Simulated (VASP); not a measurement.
Set up this calculation in VASP 6.6.1, as the native input.

```
Task                   : single point
Functional             : PBE
Potentials or basis    : VASP PAW PBE potentials, release 64 (Na_pv, F)
Cutoff                 : 520 eV
k mesh                 : 6 × 6 × 6
Occupations            : gaussian, width 0.1 eV
Spin                   : no spin polarisation
Dipole correction      : no
Further INCAR settings : ALGO = Normal; EDIFF = 1e-07; NBANDS = 22
```

The structure of NaF lies in POSCAR:

```
NaF
1.0
    0.0000000000      3.1745417000      5.7423775000
    1.6501899000      0.0000000000      5.7423775000
    1.6501899000      3.1745417000      0.0000000000
Na F
2 2
Direct
    0.1835050000      0.1835050000      0.8164950000
    0.4335050000      0.4335050000      0.0664950000
    0.8164950000      0.8164950000      0.1835050000
    0.0664950000      0.0664950000      0.4335050000
```

These files were run (other wordings do the same):

INCAR

```
ALGO = Normal
EDIFF = 1E-7
ENCUT = 520
GGA = PE
ISIF = 2
ISMEAR = 0
LASPH = True
LCHARG = False
LREAL = False
LWAVE = False
NBANDS = 22
NELM = 100
PREC = Accurate
SIGMA = 0.1
```

KPOINTS

```
k-points
0
Gamma
  6 6 6
```

Potentials or basis: VASP PAW PBE potentials, release 64 (Na_pv, F).

Launch:

```bash
$ cat potpaw_PBE.64/Na_pv/POTCAR potpaw_PBE.64/F/POTCAR > POTCAR
$ mpirun -np 1 vasp_std > vasp.out
```

It gave:

```
Pressure               : -0.1 GPa
Band gap on the k mesh : 5.37 eV, direct
```

Run time: 77 s on 1 thread of Intel(R) Xeon(R) Platinum 8488C (Sapphire Rapids) (shared host), peak memory 0.24 GiB.
